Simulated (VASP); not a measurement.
A run of VASP 6.6.1 is set up as follows.

File INCAR:

```
SYSTEM = Co
PREC = Accurate ; ENCUT = 520
EDIFF = 1E-6 ; ISMEAR = -1
SIGMA = 0.05 ; LREAL = .FALSE.
LASPH = .TRUE. ; NELM = 150
ALGO = Normal ; ISIF = 2
LWAVE = .FALSE. ; LCHARG = .TRUE.
ISPIN = 2 ; MAGMOM = 1.714 1.714
LORBIT = 11 ; LMAXMIX = 4
GGA = RE ; LELF = .TRUE.
LVHAR = .TRUE. ; NBANDS = 20
```

File KPOINTS:

```
regular mesh
0
G
  23 23 13
  0 0 0
```

Contents of POSCAR:

```
Co
1.0
    2.4782963646      0.0000000000      0.0000000000
   -1.2391481823      2.1462676098      0.0000000000
    0.0000000000      0.0000000000      4.0013342941
Co
2
Direct
    0.3333333333      0.6666666667      0.2500000000
    0.6666666667      0.3333333333      0.7500000000
```

Potentials or basis: VASP PAW PBE potentials, release 64 (Co).

Run with:

```console
$ cat potpaw_PBE.64/Co/POTCAR > POTCAR
$ mpirun -np 1 vasp_std > vasp.out
```

(1) What does it give for the pressure?

(2) Estimate the net moment.

Answers

(1) 7.9 GPa.

(2) 3.17 μB per cell.

Caveat: the cell stands under pressure; the PAW data sets were made with another functional, which shifts forces and pressure a little.
